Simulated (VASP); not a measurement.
# Br2 in VASP: single point with RPBE

Aim: the single point of Br2 with RPBE.

Program: VASP 6.6.1. These are calculated values, not measurements. Logs are shortened: lines on timing, memory, paths and dates and some standing lists are left out, and cuts for length are marked.

## 1. The cell of the first run

The cell holds a molecule in a box, 2 atoms: a = 12.000 Å, b = 12.300 Å, c = 12.600 Å, α = 90.00°, β = 90.00°, γ = 90.00°.

## 2. Single point, RPBE

INCAR

```
ALGO = Normal
EDIFF = 1E-6
ENCUT = 520
GGA = RP
ISIF = 2
ISMEAR = -1
LASPH = T
LCHARG = T
LELF = T
LREAL = F
LVHAR = T
LWAVE = F
NBANDS = 14
NELM = 60
PREC = Accurate
SIGMA = 0.01
```

KPOINTS

```
k-points
0
Gamma
  1 1 1
```

POSCAR

```
Br
1.0
   12.0000000000      0.0000000000      0.0000000000
    0.0000000000     12.3000000000      0.0000000000
    0.0000000000      0.0000000000     12.6000000000
Br
2
Direct
    0.5000000000      0.5000000000      0.4080527565
    0.5000000000      0.5000000000      0.5919472435
```

Potentials or basis: VASP PAW PBE potentials, release 64 (Br).

Run with:

```bash
> cat potpaw_PBE.64/Br/POTCAR > POTCAR
> mpirun -np 1 vasp_gam > vasp.out
```

OUTCAR:

```text
EDIFF = 1E-6
   ENCUT = 520
   GGA = RP
   ISIF = 2
   ISMEAR = -1
   LASPH = T
   LREAL = F
   NELM = 60
   PREC = Accurate

 ion  position               nearest neighbor table
   1  0.500  0.500  0.408-   2 2.32
   2  0.500  0.500  0.592-   1 2.32

  LATTYP: Found a simple orthorhombic cell.
 ALAT       =    12.0000000000
 B/A-ratio  =     1.0250000000
 C/A-ratio  =     1.0500000000

  Lattice vectors:

 A1 = (  12.0000000000,   0.0000000000,   0.0000000000)
 A2 = (   0.0000000000,  12.3000000000,   0.0000000000)
 A3 = (   0.0000000000,   0.0000000000,  12.6000000000)

Analysis of symmetry for initial positions (statically):
=====================================================================
 Subroutine PRICEL returns:
 Original cell was already a primitive cell.

 Routine SETGRP: Setting up the symmetry group for a
 simple orthorhombic supercell.

 Subroutine GETGRP returns: Found  8 space group operations
 (whereof  8 operations were pure point group operations)
 out of a pool of  8 trial point group operations.

The static configuration has the point symmetry D_2h.

Analysis of symmetry for dynamics (positions and initial velocities):
=====================================================================
 Subroutine PRICEL returns:
 Original cell was already a primitive cell.

 Routine SETGRP: Setting up the symmetry group for a
 simple orthorhombic supercell.

 Subroutine GETGRP returns: Found  8 space group operations
 (whereof  8 operations were pure point group operations)
 out of a pool of  8 trial point group operations.

The dynamic configuration has the point symmetry D_2h.

 Subroutine INISYM returns: Found  8 space group operations
 (whereof  8 operations are pure point group operations),
 and found     1 'primitive' translations

----------------------------------------------------------------------------------------

                                     Primitive cell

  volume of cell :    1859.7600

  direct lattice vectors                    reciprocal lattice vectors
    12.000000000  0.000000000  0.000000000     0.083333333  0.000000000  0.000000000
[... 57 lines left out ...]
   LNONCOLLINEAR =      F non collinear calculations
   LSORBIT =      F    spin-orbit coupling
   LASPH  =      T    aspherical Exc in radial PAW
   ENCUT  =  520.0 eV  38.22 Ry    6.18 a.u.  22.31 22.87 23.43*2*pi/ulx,y,z
   NELM   =     60;   NELMIN=  2; NELMDL= -5     # of ELM steps
   EDIFF  = 0.1E-05   stopping-criterion for ELM
   LREAL  =      F    real-space projection
   EDIFFG = 0.1E-04   stopping-criterion for IOM
   NSW    =      0    number of steps for IOM
   IBRION =     -1    ionic relax: 0-MD 1-quasi-New 2-CG
   NFREE  =      0    steps in history (QN), initial steepest desc. (CG)
   ISIF   =      2    stress and relaxation
   ISYM   =      2    0-nonsym 1-usesym 2-fastsym
   POTIM  = 0.5000    time-step for ionic-motion
   TEBEG  =    0.0;   TEEND  =   0.0 temperature during run
   PSTRESS=    0.0 pullay stress
   NELECT =      14.0000    total number of electrons
   NUPDOWN=      -1.0000    fix difference up-down
   EMIN   =  10.00;   EMAX   =-10.00  energy-range for DOS
   EFERMI =   0.00;   METHOD = LEGACY
   ISMEAR =    -1;   SIGMA  =   0.01  broadening in eV -4-tet -1-fermi 0-gaus
   EFERMI_NEDOS =   21; number of points for ismear=-14 and -15
   IALGO  =     38    algorithm
   IMIX   =      4    mixing-type and parameters
     AMIX     =   0.40;   BMIX     =  1.00
     AMIX_MAG =   1.60;   BMIX_MAG =  1.00
  volume/ion in A,a.u.               =     929.88      6275.14
  Fermi-wavevector in a.u.,A,eV,Ry     =   0.320847  0.606314  1.400625  0.102943
  Thomas-Fermi vector in A             =   1.207823
   LORBIT       =      0    0 simple, 1 ext, 2 COOP (PROOUT), +10 PAW based schemes
   GGA     = RP    functional components
   LHFCALC =     F    Hartree Fock is set to
   AEXX    =    0.0000 exact exchange contribution
   IVDW    =     0    specifies the selected vdW correction
   LEPSILON=     F    determine dielectric tensor
   LRPA    =     F    only Hartree local field effects (RPA)
 non-spin polarized calculation
  energy-cutoff  :      520.00
  volume of cell :     1859.76
 maximum number of plane-waves:     25042
 NGX is ok and might be reduce to    90
   NGX = 45   NGY = 45   NGZ = 47

 number of electron      13.9999998 magnetization

 Free energy of the ion-electron system (eV)
  ---------------------------------------------------
  ext. energy  EPLUGINS =         0.00000000
  ---------------------------------------------------
  free energy    TOTEN  =        -2.84922454 eV

  energy without entropy =       -2.84922454  energy(sigma->0) =       -2.84922454

 E-fermi :  -6.2938     XC(G=0):  -0.6532

 val. band max:       -6.6061285607   @ k =   0.0000   0.0000   0.0000
 cond. band min:      -4.4050129584   @ k =   0.0000   0.0000   0.0000
 fundamental gap:      2.2011156023
 Fermi energy:        -6.2937654557

 k-point     1 :       0.0000    0.0000    0.0000
  band No.  band energies     occupation
      1     -21.6498      2.00000
      2     -18.9255      2.00000
      3     -10.5451      2.00000
      4      -8.5490      2.00000
      5      -8.5490      2.00000
      6      -6.6061      2.00000
      7      -6.6061      2.00000
      8      -4.4050      0.00000
      9      -0.4857      0.00000
     10       0.5724      0.00000
     11       0.5840      0.00000
     12       0.6951      0.00000
     13       0.7310      0.00000
     14       0.8187      0.00000

------------------------ aborting loop because EDIFF is reached ----------------------------------------

  FORCE on cell =-STRESS in cart. coord.  units (eV):
  Direction    XX          YY          ZZ          XY          YZ          ZX
  --------------------------------------------------------------------------------------
  -------------------------------------------------------------------------------------
  Total       -0.0008451     -0.0003383      0.0162404     -0.0000000      0.0000000      0.0000000
  in kB       -0.0007280     -0.0002914      0.0139911     -0.0000000      0.0000000      0.0000000
  external PRESSURE =       0.0043239 kB  Pullay stress =       0.0000000 kB

 VOLUME and BASIS-vectors are now :
 -----------------------------------------------------------------------------
  energy-cutoff  :      520.00
  volume of cell :     1859.76
      direct lattice vectors                 reciprocal lattice vectors
    12.000000000  0.000000000  0.000000000     0.083333333  0.000000000  0.000000000
     0.000000000 12.300000000  0.000000000     0.000000000  0.081300813  0.000000000
     0.000000000  0.000000000 12.600000000     0.000000000  0.000000000  0.079365079

 POSITION                                       TOTAL-FORCE (eV/Angst)
 -----------------------------------------------------------------------------------
      6.00000      6.15000      5.14146         0.000000      0.000000     -0.006939
      6.00000      6.15000      7.45854         0.000000      0.000000      0.006939
 -----------------------------------------------------------------------------------
    total drift:                                0.000000      0.000000     -0.000000

  FREE ENERGIE OF THE ION-ELECTRON SYSTEM (eV)
  ---------------------------------------------------
  free  energy   TOTEN  =        -2.8492245402 eV

  energy  without entropy=       -2.8492245402  energy(sigma->0) =       -2.84922454
```

stdout:

```text
POSCAR found type information on POSCAR Br
 POSCAR found :  1 types and       2 ions
 scaLAPACK will be used
 -----------------------------------------------------------------------------
|                                                                             |
|                                                                             |
|     You enforced a specific xc type in the INCAR file but a different       |
|     I HOPE YOU KNOW WHAT YOU ARE DOING!                                     |
|                                                                             |
 -----------------------------------------------------------------------------

 LDA part: xc-table for (Slater+PW92), standard interpolation
 POSCAR, INCAR and KPOINTS ok, starting setup
 FFT: planning ... GRIDC
 FFT: planning ... GRID_SOFT
 FFT: planning ... GRID
 WAVECAR not read
 entering main loop
```

It took 7.5 min on 1 thread of Intel Xeon 8259CL, shared host; peak memory 1.3 GiB.

Results:

| Quantity | Value |
| --- | --- |
| Free energy | -2.8492 eV |
| Largest force | 0.007 eV/Å |
| Gap between the frontier levels | 2.20 eV |

Forces in eV/Å, atoms in the order of the input:
```
Br   0.000  0.000 -0.007
Br   0.000  0.000  0.007
```

Caveat: the PAW data sets were made with another functional, which shifts forces and pressure a little.
